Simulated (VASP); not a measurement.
# Al (Fm-3m) in VASP: elastic constants with PBE

Aim: the elastic constants of Al with PBE.

Everything below comes from runs of VASP 6.6.1. Logs are shortened: lines on timing, memory, paths and dates and some standing lists are left out, and cuts for length are marked.

## (1) The cell of the first run

Symmetry: Fm-3m, No. 225, cubic system. The conventional cell has a = 4.040 Å, b = 4.040 Å, c = 4.040 Å, α = 90.00°, β = 90.00°, γ = 90.00°. Al (site symmetry m-3m) has 12 Al at 2.86 Å within 3.8 Å.

## (2) Elastic constants, PBE

File INCAR:

```
SYSTEM = Al
ALGO = Fast
EDIFF = 1E-8
ENCUT = 600
GGA = PE
IBRION = 6
ISIF = 3
ISMEAR = 1
LASPH = .TRUE.
LCHARG = .FALSE.
LREAL = .FALSE.
LWAVE = .FALSE.
NBANDS = 8
NELM = 100
NFREE = 2
NSW = 1
POTIM = 0.015
PREC = Accurate
SIGMA = 0.4
```

File KPOINTS:

```
k-points
0
G
  24 24 24
  0 0 0
```

File POSCAR:

```
Al
1.0
    0.0000000000      2.0201258777      2.0201258777
    2.0201258777      0.0000000000      2.0201258777
    2.0201258777      2.0201258777      0.0000000000
Al
1
Direct
    0.0000000000      0.0000000000      0.0000000000
```

Potentials or basis: VASP PAW PBE potentials, release 64 (Al).

Launch:

```sh
> cat potpaw_PBE.64/Al/POTCAR > POTCAR
> mpirun -np 1 vasp_std > vasp.out
```

OUTCAR:

```text
SYSTEM = Al
   EDIFF = 1E-8
   ENCUT = 600
   GGA = PE
   IBRION = 6
   ISIF = 3
   ISMEAR = 1
   LASPH = .TRUE.
   LREAL = .FALSE.
   NELM = 100
   NFREE = 2
   NSW = 1
   POTIM = 0.015
   PREC = Accurate

 ion  position               nearest neighbor table
   1  0.000  0.000  0.000-

  LATTYP: Found a face centered cubic cell.
 ALAT       =     4.0402517554

  Lattice vectors:

 A1 = (   0.0000000000,   2.0201258777,   2.0201258777)
 A2 = (   2.0201258777,   0.0000000000,   2.0201258777)
 A3 = (   2.0201258777,   2.0201258777,   0.0000000000)

Analysis of symmetry for initial positions (statically):
=====================================================================
 Subroutine PRICEL returns:
 Original cell was already a primitive cell.

 Routine SETGRP: Setting up the symmetry group for a
 face centered cubic supercell.

 Subroutine GETGRP returns: Found 48 space group operations
 (whereof 48 operations were pure point group operations)
 out of a pool of 48 trial point group operations.

The static configuration has the point symmetry O_h .

Analysis of symmetry for dynamics (positions and initial velocities):
=====================================================================
 Subroutine PRICEL returns:
 Original cell was already a primitive cell.

 Routine SETGRP: Setting up the symmetry group for a
 face centered cubic supercell.

 Subroutine GETGRP returns: Found 48 space group operations
 (whereof 48 operations were pure point group operations)
 out of a pool of 48 trial point group operations.

The dynamic configuration has the point symmetry O_h .

 Subroutine INISYM returns: Found 48 space group operations
 (whereof 48 operations are pure point group operations),
 and found     1 'primitive' translations

----------------------------------------------------------------------------------------

                                     Primitive cell

  volume of cell :      16.4879

  direct lattice vectors                    reciprocal lattice vectors
     0.000000000  2.020125878  2.020125878    -0.247509329  0.247509329  0.247509329
     2.020125878  0.000000000  2.020125878     0.247509329 -0.247509329  0.247509329
     2.020125878  2.020125878  0.000000000     0.247509329  0.247509329 -0.247509329

  length of vectors
     2.856889414  2.856889414  2.856889414     0.428698733  0.428698733  0.428698733

  position of ions in fractional coordinates (direct lattice)
     0.000000000  0.000000000  0.000000000

  ion indices of the primitive-cell ions
   primitive index   ion index
                 1           1

----------------------------------------------------------------------------------------

 KPOINTS: k-points

Automatic generation of k-mesh.
 Grid dimensions read from file:
 generate k-points for:   24   24   24

 Generating k-lattice:

  Cartesian coordinates                     Fractional coordinates (reciprocal lattice)
    -0.010312889  0.010312889  0.010312889     0.041666667  0.000000000  0.000000000
     0.010312889 -0.010312889  0.010312889     0.000000000  0.041666667  0.000000000
     0.010312889  0.010312889 -0.010312889     0.000000000  0.000000000  0.041666667

  Length of vectors
     0.017862447  0.017862447  0.017862447

  Shift w.r.t. Gamma in fractional coordinates (k-lattice)
     0.000000000  0.000000000  0.000000000

 Subroutine IBZKPT returns following result:
 ===========================================

 Found    413 irreducible k-points:

 Following reciprocal coordinates:
            Coordinates               Weight
  0.000000  0.000000  0.000000      1.000000
  0.041667  0.000000  0.000000      8.000000
  0.083333  0.000000  0.000000      8.000000
  0.125000  0.000000  0.000000      8.000000
  0.166667  0.000000  0.000000      8.000000
  0.208333  0.000000  0.000000      8.000000
[... 16 lines left out ...]
  0.416667  0.041667  0.000000     24.000000
  0.458333  0.041667  0.000000     24.000000
 [... further k-points ...]
[... 23 lines left out ...]
   NFREE  =      2    steps in history (QN), initial steepest desc. (CG)
   ISIF   =      3    stress and relaxation
   ISYM   =      2    0-nonsym 1-usesym 2-fastsym
   POTIM  = 0.0150    time-step for ionic-motion
   TEBEG  =    0.0;   TEEND  =   0.0 temperature during run
   PSTRESS=    0.0 pullay stress
   NELECT =       3.0000    total number of electrons
   NUPDOWN=      -1.0000    fix difference up-down
   EMIN   =  10.00;   EMAX   =-10.00  energy-range for DOS
   EFERMI =   0.00;   METHOD = LEGACY
   ISMEAR =     1;   SIGMA  =   0.40  broadening in eV -4-tet -1-fermi 0-gaus
   EFERMI_NEDOS =   21; number of points for ismear=-14 and -15
   IALGO  =     68    algorithm
   IMIX   =      4    mixing-type and parameters
     AMIX     =   0.40;   BMIX     =  1.00
     AMIX_MAG =   1.60;   BMIX_MAG =  1.00
  volume/ion in A,a.u.               =      16.49       111.27
  Fermi-wavevector in a.u.,A,eV,Ry     =   0.927670  1.753042 11.708786  0.860572
  Thomas-Fermi vector in A             =   2.053764
   LORBIT       =      0    0 simple, 1 ext, 2 COOP (PROOUT), +10 PAW based schemes
   GGA     = PE    functional components
   LHFCALC =     F    Hartree Fock is set to
   AEXX    =    0.0000 exact exchange contribution
   IVDW    =     0    specifies the selected vdW correction
   LEPSILON=     F    determine dielectric tensor
   LRPA    =     F    only Hartree local field effects (RPA)
 finite differences with symmetry
 non-spin polarized calculation
 RMM-DIIS sequential band-by-band and
 Methfessel and Paxton  Order N= 1 SIGMA  =   0.40
  energy-cutoff  :      600.00
  volume of cell :       16.49
 maximum number of plane-waves:       568
   NGX = 11   NGY = 11   NGZ = 11

--------------------------------------- Ionic step        1  -------------------------------------------

 number of electron       3.0000000 magnetization

 Free energy of the ion-electron system (eV)
  ---------------------------------------------------
  ext. energy  EPLUGINS =         0.00000000
  ---------------------------------------------------
  free energy    TOTEN  =        -3.74523408 eV

  energy without entropy =       -3.74357034  energy(sigma->0) =       -3.74467950

------------------------ aborting loop because EDIFF is reached ----------------------------------------

  FORCE on cell =-STRESS in cart. coord.  units (eV):
  Direction    XX          YY          ZZ          XY          YZ          ZX
  --------------------------------------------------------------------------------------
  -------------------------------------------------------------------------------------
  Total       -0.0044701     -0.0044701     -0.0044701     -0.0000000     -0.0000000      0.0000000
  in kB       -0.4343758     -0.4343758     -0.4343758     -0.0000000     -0.0000000      0.0000000
  external PRESSURE =      -0.4343758 kB  Pullay stress =       0.0000000 kB
[... 86 lines left out ...]
  FREE ENERGIE OF THE ION-ELECTRON SYSTEM (eV)
  ---------------------------------------------------
  free  energy   TOTEN  =        -3.7440479606 eV

  energy  without entropy=       -3.7426270714  energy(sigma->0) =       -3.74357433

[... ionic steps 4 to 12 ...]

--------------------------------------- Ionic step       13  -------------------------------------------

 number of electron       3.0000000 magnetization

------------------------ aborting loop because EDIFF is reached ----------------------------------------
[... 65 lines left out ...]
--------------------------------------- Ionic step       15  -------------------------------------------

 number of electron       3.0000000 magnetization

 Free energy of the ion-electron system (eV)
  ---------------------------------------------------
  ext. energy  EPLUGINS =         0.00000000
  ---------------------------------------------------
  free energy    TOTEN  =        -3.74523408 eV

  energy without entropy =       -3.74357033  energy(sigma->0) =       -3.74467950

 E-fermi :   8.0208     XC(G=0): -10.1994

 val. band max:        7.9886795264   @ k =  -0.3333   0.3750   0.0417
 cond. band min:       8.0285359837   @ k =  -0.2917   0.4583   0.1667
 fundamental gap:      0.0398564572
 Fermi energy:         8.0208044342

 k-point     1 :       0.0000    0.0000    0.0000
  band No.  band energies     occupation
      1      -3.1320      2.00000
      2      20.6308      0.00000
      3      20.6308      0.00000
      4      20.6308      0.00000
      5      22.1281      0.00000
      6      22.1281      0.00000
      7      22.1281      0.00000
      8      24.4786      0.00000
[... 243 lines left out ...]
 k-point    24 :       0.4583    0.0417    0.0000
  band No.  band energies     occupation
      1       2.1836      2.00000
      2       5.0821      2.00000
      3      18.2526      0.00000
      4      18.7713      0.00000
      5      19.4685      0.00000
      6      20.8561      0.00000
      7      23.3288      0.00000
      8      24.1679      0.00000

 [... further k-points ...]

------------------------ aborting loop because EDIFF is reached ----------------------------------------

  FORCE on cell =-STRESS in cart. coord.  units (eV):
  Direction    XX          YY          ZZ          XY          YZ          ZX
  --------------------------------------------------------------------------------------
  -------------------------------------------------------------------------------------
  Total       -0.0044762     -0.0044762     -0.0044762      0.0000000     -0.0000000      0.0000000
  in kB       -0.4349624     -0.4349624     -0.4349624      0.0000000     -0.0000000      0.0000000
  external PRESSURE =      -0.4349624 kB  Pullay stress =       0.0000000 kB
[... 16 lines left out ...]
  FREE ENERGIE OF THE ION-ELECTRON SYSTEM (eV)
  ---------------------------------------------------
  free  energy   TOTEN  =        -3.7452340774 eV

  energy  without entropy=       -3.7435703333  energy(sigma->0) =       -3.74467950

 INTERNAL STRAIN TENSORS FROM STRAINED CELLS
 ============================================

 INTERNAL STRAIN TENSOR FOR ION    1 for displacements in x,y,z  (eV/Angst):
          X           Y           Z          XY          YZ          ZX
  --------------------------------------------------------------------------------
  x     0.00000     0.00000     0.00000     0.00000    -0.00000     0.00000
  y    -0.00000     0.00000     0.00000     0.00000     0.00000     0.00000
  z     0.00000    -0.00000     0.00000     0.00000     0.00000    -0.00000

 INTERNAL STRAIN TENSORS FROM DISPLACED ATOMS
 ============================================

 INTERNAL STRAIN TENSOR FOR ION    1 for displacements in x,y,z  (eV/Angst):
          X           Y           Z          XY          YZ          ZX
  --------------------------------------------------------------------------------
  x     0.00000     0.00000     0.00000     0.00000     0.00000     0.00000
  y     0.00000     0.00000     0.00000     0.00000     0.00000     0.00000
  z     0.00000     0.00000     0.00000     0.00000     0.00000     0.00000

 Eigenvectors and eigenvalues of the dynamical matrix
 ----------------------------------------------------

   1 f  =    0.000000 THz     0.000000 2PiTHz    0.000000 cm-1     0.000000 meV
             X         Y         Z           dx          dy          dz
      0.000000  0.000000  0.000000     0.894427    0.447214    0.000000

   2 f  =    0.000000 THz     0.000000 2PiTHz    0.000000 cm-1     0.000000 meV
             X         Y         Z           dx          dy          dz
      0.000000  0.000000  0.000000     0.447214   -0.894427    0.000000

   3 f  =    0.000000 THz     0.000000 2PiTHz    0.000000 cm-1     0.000000 meV
             X         Y         Z           dx          dy          dz
      0.000000  0.000000  0.000000     0.000000    0.000000    1.000000

--------------------------------------------------------------------------------------------------------

 ELASTIC MODULI CONTR FROM IONIC RELAXATION (kBar)
 Direction    XX          YY          ZZ          XY          YZ          ZX
 --------------------------------------------------------------------------------
 XX           0.0000      0.0000      0.0000      0.0000      0.0000      0.0000
 YY           0.0000      0.0000      0.0000      0.0000      0.0000      0.0000
 ZZ           0.0000      0.0000      0.0000      0.0000      0.0000      0.0000
 XY           0.0000      0.0000      0.0000      0.0000      0.0000      0.0000
 YZ           0.0000      0.0000      0.0000      0.0000      0.0000      0.0000
 ZX           0.0000      0.0000      0.0000      0.0000      0.0000      0.0000
 --------------------------------------------------------------------------------

 TOTAL ELASTIC MODULI (kBar)
 Direction    XX          YY          ZZ          XY          YZ          ZX
 --------------------------------------------------------------------------------
 XX        1036.4631    645.5094    645.5094     -0.0000      0.0000     -0.0000
 YY         645.5094   1036.4631    645.5094     -0.0000      0.0000     -0.0000
 ZZ         645.5094    645.5094   1036.4631      0.0000      0.0000     -0.0000
 XY          -0.0000     -0.0000      0.0000    230.3516      0.0000      0.0000
 YZ           0.0000      0.0000      0.0000      0.0000    230.3516      0.0000
 ZX          -0.0000     -0.0000     -0.0000      0.0000      0.0000    230.3516
 --------------------------------------------------------------------------------
```

It took 12 min on 1 thread of Intel Xeon 6975P-C (Granite Rapids), shared host; peak memory 0.98 GiB.

What came out:

* Elastic constants C11, C12, C44: 104, 65, 23 GPa
* Voigt bulk modulus: 78 GPa

Elastic tensor in Voigt notation (GPa, in the Cartesian axes of the cell as first typed):
```
104  65  65   0   0   0
 65 104  65   0   0   0
 65  65 104   0   0   0
  0   0   0  23   0   0
  0   0   0   0  23   0
  0   0   0   0   0  23
```

Clamped-ion elastic tensor (GPa):
```
104  65  65   0   0   0
 65 104  65   0   0   0
 65  65 104   0   0   0
  0   0   0  23   0   0
  0   0   0   0  23   0
  0   0   0   0   0  23
```
